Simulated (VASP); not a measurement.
# TiB2 (P6/mmm) in VASP: a series of runs, part 2 of 2

VASP 6.6.1.

## (4) Single point, PBEsol

This run uses another cell than the first one, of 8.55 Å³/atom, 0.962 times its volume.

Contents of INCAR:

```
PREC = Accurate
ENCUT = 520
EDIFF = 1E-6
ISMEAR = -1
SIGMA = 0.05
LREAL = False
LASPH = True
NELM = 80
ALGO = Normal
ISIF = 2
LWAVE = False
LCHARG = True
GGA = PS
LELF = True
LVHAR = True
NBANDS = 16
```

Contents of KPOINTS:

```
regular mesh
0
Gamma
  10 10 8
```

Contents of POSCAR:

```
TiB2
1.0
    3.0292000000      0.0000000000      0.0000000000
   -1.5146000000      2.6233641531      0.0000000000
    0.0000000000      0.0000000000      3.2284000000
Ti B
1 2
Direct
    0.0000000000      0.0000000000      0.0000000000
    0.6666666667      0.3333333333      0.5000000000
    0.3333333333      0.6666666667      0.5000000000
```

Potentials or basis: VASP PAW PBE potentials, release 64 (Ti_sv, B).

On the command line:

```console
> cat potpaw_PBE.64/Ti_sv/POTCAR potpaw_PBE.64/B/POTCAR > POTCAR
> mpirun -np 1 vasp_std > vasp.out
```

OUTCAR:

```text
PREC = Accurate
   ENCUT = 520
   EDIFF = 1E-6
   ISMEAR = -1
   LREAL = False
   LASPH = True
   NELM = 80
   ISIF = 2
   GGA = PS

 ion  position               nearest neighbor table
   1  0.000  0.000  0.000-   2 2.38   3 2.38   2 2.38   3 2.38   3 2.38   3 2.38   2 2.38   2 2.38
                             2 2.38   2 2.38   3 2.38   3 2.38
   2  0.667  0.333  0.500-   3 1.75   3 1.75   3 1.75   1 2.38   1 2.38   1 2.38   1 2.38   1 2.38
                             1 2.38
   3  0.333  0.667  0.500-   2 1.75   2 1.75   2 1.75   1 2.38   1 2.38   1 2.38   1 2.38   1 2.38
                             1 2.38

  LATTYP: Found a hexagonal cell.
 ALAT       =     3.0292000000
 C/A-ratio  =     1.0657599366

  Lattice vectors:

 A1 = (   3.0292000000,   0.0000000000,   0.0000000000)
 A2 = (  -1.5146000000,   2.6233641531,   0.0000000000)
 A3 = (   0.0000000000,   0.0000000000,   3.2284000000)

Analysis of symmetry for initial positions (statically):
=====================================================================
 Subroutine PRICEL returns:
 Original cell was already a primitive cell.

 Routine SETGRP: Setting up the symmetry group for a
[... 165 lines left out ...]
  ---------------------------------------------------
  free energy    TOTEN  =       -25.77830982 eV

  energy without entropy =      -25.77199812  energy(sigma->0) =      -25.77515397

 E-fermi :   9.8384     XC(G=0): -12.8718

 val. band max:        9.8121404391   @ k =   0.2000   0.2000   0.1250
 cond. band min:       9.8398694126   @ k =   0.3000   0.2000   0.0000
 fundamental gap:      0.0277289734
 Fermi energy:         9.8383662945

 k-point     1 :       0.0000    0.0000    0.0000
  band No.  band energies     occupation
      1     -46.7961      2.00000
      2     -23.2495      2.00000
      3     -22.9375      2.00000
      4     -22.9375      2.00000
      5      -3.5610      2.00000
      6       7.3135      2.00000
[... 433 lines left out ...]
      3     -23.2052      2.00000
      4     -23.0519      2.00000
      5       0.1149      2.00000
      6       1.5525      2.00000
[... 8 lines left out ...]
     15      18.5356      0.00000
     16      19.4316      0.00000

 [... further k-points ...]
[... 5 lines left out ...]
  --------------------------------------------------------------------------------------
  -------------------------------------------------------------------------------------
  Total       -0.6187408     -0.6187408     -0.9875473      0.0000000      0.0000000     -0.0000000
  in kB      -38.6407408    -38.6407408    -61.6729376      0.0000000      0.0000000     -0.0000000
  external PRESSURE =     -46.3181398 kB  Pullay stress =       0.0000000 kB

 VOLUME and BASIS-vectors are now :
 -----------------------------------------------------------------------------
  energy-cutoff  :      520.00
  volume of cell :       25.66
      direct lattice vectors                 reciprocal lattice vectors
     3.029200000  0.000000000  0.000000000     0.330120164  0.190594965  0.000000000
    -1.514600000  2.623364153  0.000000000     0.000000000  0.381189931  0.000000000
     0.000000000  0.000000000  3.228400000     0.000000000  0.000000000  0.309750960

 POSITION                                       TOTAL-FORCE (eV/Angst)
 -----------------------------------------------------------------------------------
      0.00000      0.00000      0.00000        -0.000000      0.000000      0.000000
      1.51460      0.87445      1.61420         0.000000     -0.000000      0.000000
     -0.00000      1.74891      1.61420        -0.000000      0.000000      0.000000
 -----------------------------------------------------------------------------------
    total drift:                               -0.000000      0.000000      0.000000

  FREE ENERGIE OF THE ION-ELECTRON SYSTEM (eV)
  ---------------------------------------------------
  free  energy   TOTEN  =       -25.7783098177 eV

  energy  without entropy=      -25.7719981179  energy(sigma->0) =      -25.77515397
```

OSZICAR:

```text
N       E                     dE             d eps       ncg     rms          rms(c)
DAV:   1     0.122481917704E+03    0.12248E+03   -0.89488E+03  2240   0.127E+03
DAV:   2    -0.235384722293E+02   -0.14602E+03   -0.14075E+03  2400   0.343E+02
DAV:   3    -0.306942574228E+02   -0.71558E+01   -0.70763E+01  3272   0.735E+01
DAV:   4    -0.308517808039E+02   -0.15752E+00   -0.15746E+00  2640   0.990E+00
DAV:   5    -0.308558323692E+02   -0.40516E-02   -0.40514E-02  3328   0.136E+00    0.170E+01
DAV:   6    -0.257932861465E+02    0.50625E+01   -0.20201E+01  3160   0.487E+01    0.381E+00
DAV:   7    -0.257803625832E+02    0.12924E-01   -0.99187E-01  2416   0.114E+01    0.340E+00
DAV:   8    -0.257823884855E+02   -0.20259E-02   -0.90880E-02  3608   0.255E+00    0.682E-01
DAV:   9    -0.257787978631E+02    0.35906E-02   -0.39281E-02  2800   0.248E+00    0.246E-01
DAV:  10    -0.257782905560E+02    0.50731E-03   -0.24016E-03  2704   0.595E-01    0.605E-02
DAV:  11    -0.257783520676E+02   -0.61512E-04   -0.64713E-04  3112   0.292E-01    0.653E-02
DAV:  12    -0.257783098198E+02    0.42248E-04   -0.16403E-04  2656   0.164E-01    0.154E-02
DAV:  13    -0.257783098177E+02    0.20850E-08   -0.60587E-06  2864   0.210E-02
   1 F= -.25778310E+02 E0= -.25775154E+02  d E =-.631170E-02
```

stdout:

```text
POSCAR found type information on POSCAR TiB
 POSCAR found :  2 types and       3 ions
 scaLAPACK will be used
 -----------------------------------------------------------------------------
|                                                                             |
|                                                                             |
|     You enforced a specific xc type in the INCAR file but a different       |
|     I HOPE YOU KNOW WHAT YOU ARE DOING!                                     |
|                                                                             |
 -----------------------------------------------------------------------------

 LDA part: xc-table for (Slater+PW92), standard interpolation
 POSCAR, INCAR and KPOINTS ok, starting setup
 FFT: planning ... GRIDC
 FFT: planning ... GRID_SOFT
 FFT: planning ... GRID
 WAVECAR not read
 entering main loop
```

It took 14 s on 1 thread of AMD EPYC 9R45 (Zen 5), shared host; peak memory 0.12 GiB.

Results:

- Free energy: -25.7783 eV
- Pressure: -4.6 GPa
- Band gap on the k mesh: zero (band 9 reaches 10.28 eV, above the bottom of band 10 at 9.72 eV)

Stress tensor (GPa, compression positive):
```
-3.86  0.00  0.00
 0.00 -3.86  0.00
 0.00  0.00 -6.17
```

Levels at points of the mesh, in eV from the Fermi level:
```tsv
k point	band 6	band 7	band 8	band 9	band 10	band 11	band 12	band 13
(0.00, 0.00, 0.00)	-2.52	-2.52	-2.24	-2.08	1.96	1.96	3.75	3.75
(0.50, 0.00, 0.00)	-9.11	-3.17	-3.16	-2.22	1.40	2.82	3.30	3.45
(0.00, 0.00, 0.50)	-7.55	-0.45	-0.45	-0.12	-0.12	0.49	0.49	1.71
(0.50, 0.00, 0.50)	-7.45	-4.56	-3.77	-3.06	2.55	3.00	4.57	4.68
```

Caveat: the PAW data sets were made with another functional, which shifts forces and pressure a little.

## (5) Single point, PBEsol

This run uses another cell than the first one, of 7.62 Å³/atom, 0.857 times its volume.

Contents of INCAR:

```
ALGO     = Normal         # electronic algorithm
EDIFF    = 1E-7           # SCF threshold, eV
ENCUT    = 520            # plane-wave cutoff, eV
GGA      = PS             # functional
ISIF     = 2              # what is computed and relaxed
ISMEAR   = -1             # smearing method
LASPH    = T              # aspherical terms in the spheres
LCHARG   = T              # write CHGCAR
LELF     = T              # ELF
LREAL    = F              # projectors in reciprocal space
LVHAR    = T            
LWAVE    = F              # write WAVECAR
NBANDS   = 16             # bands
NELM     = 100            # most SCF steps
PREC     = Accurate       # precision mode
SIGMA    = 0.05           # smearing width, eV
```

Contents of KPOINTS:

```
k-points
0
Gamma
  10 10 8
```

Contents of POSCAR:

```
TiB2
1.0
    2.9338283456      0.0000000000      0.0000000000
   -1.4669141728      2.5407698777      0.0000000000
    0.0000000000      0.0000000000      3.0658254725
Ti B
1 2
Direct
    0.0000000000      0.0000000000      0.0000000000
    0.6666666667      0.3333333333      0.5000000000
    0.3333333333      0.6666666667      0.5000000000
```

On the command line:

```console
> cat potpaw_PBE.64/Ti_sv/POTCAR potpaw_PBE.64/B/POTCAR > POTCAR
> mpirun -np 1 vasp_std > vasp.out
```

It took 21 s on 1 thread of Intel Xeon Platinum 8488C (Sapphire Rapids), shared host; peak memory 0.15 GiB.

It converged, with:

```yaml
Free_energy: -25.5823 eV
Pressure: 30.4 GPa
Band_gap_on_the_k_mesh: zero (band 9 reaches 11.84 eV, above the bottom of band 10 at 10.87 eV)
```

Stress tensor (GPa, compression positive):
```
30.48  0.00  0.00
 0.00 30.48  0.00
 0.00  0.00 30.28
```

Levels at points of the mesh, in eV from the Fermi level:
| k point | band 5 | band 6 | band 7 | band 8 | band 9 | band 10 | band 11 | band 12 | band 13 | band 14 |
| --- | --- | --- | --- | --- | --- | --- | --- | --- | --- | --- |
| (0.00, 0.00, 0.00) | -13.96 | -2.90 | -2.90 | -2.30 | -1.98 | 2.36 | 2.36 | 4.49 | 4.49 | 6.25 |
| (0.50, 0.00, 0.00) | -9.83 | -9.27 | -3.35 | -3.33 | -2.53 | 1.72 | 3.27 | 3.87 | 3.95 | 8.40 |
| (0.00, 0.00, 0.50) | -11.55 | -7.97 | -0.49 | -0.49 | -0.25 | -0.25 | 0.58 | 0.58 | 2.31 | 6.91 |
| (0.50, 0.00, 0.50) | -10.13 | -7.57 | -5.06 | -4.17 | -3.05 | 3.20 | 3.51 | 5.57 | 5.64 | 6.19 |

Caveat: the PAW data sets were made with another functional, which shifts forces and pressure a little.

## (6) The runs side by side

| level | potentials or basis | cell | gap on the mesh (eV) | pressure (GPa) |
| --- | --- | --- | --- | --- |
| LDA | VASP PAW LDA potentials, release 64 (Ti_sv, B) | a = 3.069, b = 3.069, c = 3.271 Å, angles 90.0, 90.0, 120.0°, 3 atoms | none | -19.3 |
| LDA | VASP PAW LDA potentials, release 64 (Ti_sv, B) | a = 3.089, b = 3.089, c = 3.292 Å, angles 90.0, 90.0, 120.0°, 3 atoms | none | -23.0 |
| PBEsol | VASP PAW PBE potentials, release 64 (Ti_sv, B) | a = 3.029, b = 3.029, c = 3.228 Å, angles 90.0, 90.0, 120.0°, 3 atoms | none | -4.6 |
| PBEsol | VASP PAW PBE potentials, release 64 (Ti_sv, B) | a = 2.934, b = 2.934, c = 3.066 Å, angles 90.0, 90.0, 120.0°, 3 atoms | none | 30.4 |

Alike in all rows: task single point; no spin polarisation; k mesh 10 × 10 × 8; cutoff (eV) 520; smearing fermi-dirac 0.05 eV.

Caveats: the PAW data sets were made with another functional, which shifts forces and pressure a little (some runs).

Absolute energies hang on the potentials; compare differences alone.
